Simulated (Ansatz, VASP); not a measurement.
## One calculation of Ni, two programs

Contents of INCAR:

```
SYSTEM = Ni
ALGO     = Fast           ! electronic algorithm
EDIFF    = 1E-7           ! SCF threshold, eV
ENCUT    = 520            ! plane-wave cutoff, eV
GGA      = PE             ! functional
ISIF     = 2              ! what is computed and relaxed
ISMEAR   = 0              ! smearing method
ISPIN    = 2              ! spin polarisation
LASPH    = .True.         ! aspherical terms in the spheres
LCHARG   = .False.        ! write CHGCAR
LMAXMIX  = 4              ! l up to which the mixer works
LORBIT   = 11             ! projections on sites
LREAL    = .False.        ! projectors in reciprocal space
LWAVE    = .False.        ! write WAVECAR
MAGMOM   = 0.75           ! initial moments
NBANDS   = 15             ! bands
NELM     = 150            ! most SCF steps
PREC     = Accurate       ! precision mode
SIGMA    = 0.15           ! smearing width, eV
```

File KPOINTS:

```
k-points
0
Gamma
  22 22 22
  0 0 0
```

POSCAR

```
Ni
1.0
    0.0000000000      1.7590468197      1.7590468197
    1.7590468197      0.0000000000      1.7590468197
    1.7590468197      1.7590468197      0.0000000000
Ni
1
Direct
    0.0000000000      0.0000000000      0.0000000000
```

Input for Ansatz:

```yaml
crystal:
  lattice:
    - [0.0, 1.7590468197, 1.7590468197]
    - [1.7590468197, 0.0, 1.7590468197]
    - [1.7590468197, 1.7590468197, 0.0]
  atoms:
    - { symbol: Ni, position: [0.0, 0.0, 0.0], spin: 0.75 }
basis:
  ecutwfc: 520.0
kpoints:
  mp_grid: { grid: [22, 22, 22] }
hamiltonian:
  xc: pbe
scf:
  occupations: { method: gaussian, width: 0.15 }
output:
  forces: true
  stress: true
  eigenvalues: true
  populations: true
magnetization:
  spin_polarized: true
```

Alike in both runs: task single point; functional PBE; k mesh 22 × 22 × 22; occupations gaussian, width 0.15 eV; collinear spin.

|  | VASP | Ansatz |
| --- | --- | --- |
| version | VASP 6.6.1 | Ansatz 0.2.0 |
| potentials or method | VASP PAW PBE potentials, release 64 (Ni), cutoff 520 eV | scalar-relativistic, plane waves, PAW |
| valence electrons in the cell | 10 | 18 |

```csv
,VASP,Ansatz,Ansatz less VASP
gap on the k mesh at the Fermi level (eV),none,none,-
pressure (GPa),0.2,0.2,+0.01
net moment per atom (μB),0.63,0.64,+0.011
size of the moment on the site where the two differ most (μB),0.65,0.68,+0.038
```

Site moments also hang on the region over which each program counts them. A gap of «none» marks a metal or a gap that the smearing closes. With one functional, cell and mesh, what is left measures potentials, basis and numerics. VASP's potentials hold 10 valence electrons a cell and Ansatz's 18, so a difference there can come from the potentials and not from the codes.
